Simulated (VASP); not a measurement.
Crystal: Sb.

```
Sb
1.0
     0.00000    2.37124    2.37124
     2.37124    0.00000    2.37124
     2.37124    2.37124    0.00000
Sb
1
Direct
  0.00000 0.00000 0.00000
```

This isn't the form of Sb at room conditions, which is rhombohedral.

* Program: VASP 6.6.1
* Task: relaxation of cell and atoms
* Functional: B3LYP
* Potentials or basis: VASP PAW PBE potentials, release 64 (Sb_d_GW)
* Cutoff: 500 eV
* k mesh: 5 × 5 × 5
* Occupations: fermi-dirac, width 0.05 eV
* Spin: no spin polarisation

At the start: pressure 5.1 GPa; volume 26.67 Å³/atom.

**Question.** Where does the relaxation end?

**Answer.** Over 6 steps the energy falls by 31.4 meV/atom and the volume is 28.81 Å³/atom (+8.0 %); space group Fm-3m (No. 225, to 0.1 Å) before and after.

The path:
| step | energy change (eV) | largest force (eV/Å) | pressure (GPa) | volume (Å³) |
| --- | --- | --- | --- | --- |
| 1 | 0.0000 | 0.0000 | 5.09 | 26.67 |
| 2 | -0.0228 | 0.0000 | -2.16 | 30.07 |
| 3 | -0.0314 | 0.0000 | 0.08 | 28.80 |
| 4 | -0.0314 | 0.0000 | -0.10 | 28.85 |
| 5 | -0.0314 | 0.0000 | 0.13 | 28.78 |
| 6 | -0.0314 | 0.0000 | -0.02 | 28.81 |

Final structure:
```xyz
1
Lattice="0.0000 2.4332 2.4332 2.4332 0.0000 2.4332 2.4332 2.4332 0.0000" Properties=species:S:1:pos:R:3 pbc="T T T"
Sb    2.4332    2.4332    0.0000
```

Caveat: the k points lie up to 0.45 Å⁻¹ apart in the final cell, too coarse for converged energies and pressures of a metal; the PAW data sets were made with another functional, which shifts forces and pressure a little; an odd number of electrons without spin polarisation forces a metal; a magnetic or distorted state may lie lower.
